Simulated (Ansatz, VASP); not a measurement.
# ZrVOs3: VASP beside Ansatz

```xyz
5
Lattice="4.0307 0.0000 0.0000 0.0000 4.0307 0.0000 0.0000 0.0000 4.0307" Properties=species:S:1:pos:R:3 pbc="T T T"
Zr    0.0000    0.0000    0.0000
V     2.0153    2.0153    2.0153
Os    0.0000    2.0153    2.0153
Os    2.0153    0.0000    2.0153
Os    2.0153    2.0153    0.0000
```

Alike in both runs: task single point; functional r2SCAN; k mesh 4 × 4 × 4; occupations gaussian, width 0.1 eV; collinear spin.

|  | VASP | Ansatz |
| --- | --- | --- |
| version | VASP 6.6.1 | Ansatz 0.2.0 |
| potentials or method | VASP PAW PBE potentials, release 64 (Zr_sv, V_sv, Os), cutoff 520 eV | scalar-relativistic, plane waves, PAW |
| valence electrons in the cell | 49 | 73 |

|  | VASP | Ansatz | Ansatz less VASP |
| --- | --- | --- | --- |
| gap on the k mesh at the Fermi level (eV) | none | none | - |
| net moment per atom (μB) | 0.00 | 0.00 | 0.000 |

VASP's potentials were made for PBE, not for r2SCAN. A gap of «none» marks a metal or a gap that the smearing closes. VASP's potentials hold 49 valence electrons a cell and Ansatz's 73, so a difference there can come from the potentials and not from the codes. Ansatz's warnings: seeded moment not kept, stability check not made.

The k mesh is coarse, so the values compare programs but aren't converged. Spin-orbit coupling is off throughout.
